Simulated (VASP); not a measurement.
**Ag: single point with PBEsol**

The system is Ag.

```
CELL_PARAMETERS angstrom
-1.65565 1.65565 1.61426
1.65565 -1.65565 1.61426
1.65565 1.65565 -1.61426
ATOMIC_POSITIONS crystal
Ag 0.00000 0.00000 0.00000
```

This cell differs from its parent crystal: strain +0.000 along x and y, -0.025 along z.

- Program: VASP 6.6.1
- Task: single point
- Functional: PBEsol
- Potentials or basis: VASP PAW PBE potentials, release 64 (Ag)
- Cutoff: 520 eV
- k mesh: 20 × 20 × 20
- Occupations: gaussian, width 0.15 eV
- Spin: no spin polarisation
- Dipole correction: no
- Further INCAR settings: ALGO = Fast; EDIFF = 1e-06; NBANDS = 12

```json
{
  "Pressure": "-5.3 GPa",
  "Band gap on the k mesh": "zero (an odd number of electrons rules out a gap without spin polarisation)"
}
```

Stress tensor (GPa, compression positive):
```
-5.11  0.00  0.00
 0.00 -5.11  0.00
 0.00  0.00 -5.79
```

Levels at points of the mesh, in eV from the Fermi level:
| k point | band 4 | band 5 | band 6 | band 7 | band 8 | band 9 |
| --- | --- | --- | --- | --- | --- | --- |
| (0.00, 0.00, 0.00) | -4.71 | -3.55 | -3.42 | 17.66 | 17.66 | 18.11 |
| (0.50, 0.00, 0.00) | -3.33 | -2.52 | 0.02 | 4.01 | 13.04 | 13.92 |
| (0.50, 0.50, 0.00) | -3.40 | -2.54 | -0.13 | 3.77 | 13.45 | 14.50 |
| (0.50, 0.50, 0.50) | -2.77 | -2.73 | 6.50 | 6.50 | 7.23 | 12.16 |

Wall time 100 s on 1 thread of Intel Xeon 8259CL, with other jobs on the host, peak memory 0.25 GiB.

Caveat: the cell differs from its parent crystal (strain +0.000 along x and y, -0.025 along z); the cell stands under tension; the PAW data sets were made with another functional, which shifts forces and pressure a little.
